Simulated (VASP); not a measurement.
Runs of VASP 6.6.1 on Al. The structure is that of space group Fm-3m (No. 225), or close to it. The cells are those of the table. 

```tsv
cell	gap on the mesh (eV)	pressure (GPa)
a = 2.884, b = 2.884, c = 2.862 Å, angles 60.2, 60.2, 59.5°, 1 atom	none	-4.8
a = 2.819 Å, angles 60.0°, 1 atom	none	-0.4
a = 2.842, b = 2.842, c = 2.776 Å, angles 60.8, 60.8, 58.5°, 1 atom	none	(b)
a = 2.864, b = 2.864, c = 2.776 Å, angles 61.0, 61.0, 58.0°, 1 atom	none	(a)
a = 2.798, b = 2.798, c = 2.819 Å, angles 59.7, 59.7, 60.5°, 1 atom	none	1.0
```

Alike in all rows: task single point; level PBE+D3(BJ); potentials or basis VASP PAW PBE potentials, release 64 (Al); no spin polarisation; k mesh 20 × 20 × 20; cutoff (eV) 520; smearing gaussian 0.15 eV.

Q: Estimate the missing entries.

A: (a) -1.3; (b) -0.2.

Caveats: pairwise dispersion overbinds metals, which lowers pressure and volume.

A gap of «none» marks levels without a gap at the run's occupations.
